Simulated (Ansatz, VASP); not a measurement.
## Cu in VASP and in Ansatz

```
Cu
1.0
     2.52059    0.00000    0.00000
    -1.26030    2.18290    0.00000
     0.00000    0.00000    3.95186
Cu
2
Direct
  0.33333 0.66667 0.25000
  0.66667 0.33333 0.75000
```

Change from the starting cell: strain along c alone, the other axes held, atoms relaxed: -4.0 %.

Alike in both runs: task single point; functional PBEsol; k mesh 24 × 24 × 12; occupations gaussian, width 0.1 eV; no spin polarisation.

|  | VASP | Ansatz |
| --- | --- | --- |
| version | VASP 6.6.1 | Ansatz 0.2.0 |
| potentials or method | VASP PAW PBE potentials, release 64 (Cu), cutoff 520 eV | scalar-relativistic, plane waves, PAW |
| valence electrons in the cell | 22 | 38 |

Ansatz gave:

```
gap on the k mesh at the Fermi level (eV)                     : none
pressure (GPa)                                                : 7.9
traceless stress, the component that is largest in VASP (GPa) : 6.65
```

Which values does VASP return?

gap on the k mesh at the Fermi level (eV): none; pressure (GPa): 8.8; traceless stress, the component that is largest in VASP (GPa): 6.64.

VASP's potentials were made for PBE, not for PBEsol. A gap of «none» marks a metal or a gap that the smearing closes. VASP's potentials hold 22 valence electrons a cell and Ansatz's 38, so a difference there can come from the potentials and not from the codes.
